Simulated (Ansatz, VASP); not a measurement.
**Two plane-wave programs on Au**

```
CELL_PARAMETERS angstrom
2.92273 0.00000 0.00000
0.00000 5.24358 0.00000
0.00000 0.00000 4.98998
ATOMIC_POSITIONS crystal
Au 0.00000 0.33605 0.75000
Au 0.50000 0.16395 0.25000
Au 0.50000 0.83605 0.75000
Au 0.00000 0.66395 0.25000
```

Change from the starting cell: equal strain along all axes, cell held, atoms relaxed: +2.0 %.

Alike in both runs: functional PBE; k mesh 14 × 8 × 10; occupations gaussian, width 0.1 eV; no spin polarisation.

Ansatz relaxed the structure, and its values are those at the end. VASP's run is a single point on that final structure, the one shown.

|  | VASP | Ansatz |
| --- | --- | --- |
| version | VASP 6.6.1 | Ansatz 0.2.0 |
| potentials or method | VASP PAW PBE potentials, release 64 (Au), cutoff 520 eV | scalar-relativistic, plane waves, PAW |
| valence electrons in the cell | 44 | 76 |

|  | VASP | Ansatz | Ansatz less VASP |
| --- | --- | --- | --- |
| gap on the k mesh at the Fermi level (eV) | none | none | - |
| pressure (GPa) | -7.0 | -6.9 | +0.17 |

A gap of «none» marks a metal or a gap that the smearing closes. With one functional, cell and mesh, what is left measures potentials, basis and numerics. VASP's potentials hold 44 valence electrons a cell and Ansatz's 76, so a difference there can come from the potentials and not from the codes. Ansatz's warnings: stress scf threshold loose.

Neither program's run includes spin-orbit coupling.
